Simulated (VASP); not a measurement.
Crystal: MgO.

```
Mg O
1.0
     2.60796   -0.06287   -0.06287
    -0.06287    2.60796   -0.06287
    -0.06287   -0.06287    2.60796
Mg O
1 1
Direct
  0.00000 0.00000 0.00000
  0.50000 0.50000 0.50000
```

This cell differs from its parent crystal: epitaxial 111 strain +1.8%.

Program: VASP 6.6.1. Alike in all runs: task single point; potentials or basis VASP PAW PBE potentials, release 64 (Mg, O); no spin polarisation; cell as given; cutoff (eV) 520. Hardware: 1 thread of Intel(R) Xeon(R) Platinum 8488C (Sapphire Rapids) (shared host).

Order these runs on this cell by their wall time, lowest first.
A. level HSE06; k mesh 6 × 6 × 6; smearing gaussian 0.01 eV; grid for exact exchange (PRECFOCK) Normal; screening parameter 0.2079 1/Å
B. level PBE; k mesh 10 × 10 × 10; smearing fermi-dirac 0.02 eV
C. level r2SCAN; k mesh 10 × 10 × 10; smearing gaussian 0.01 eV

B (17 s), C (55 s), A (490 s).
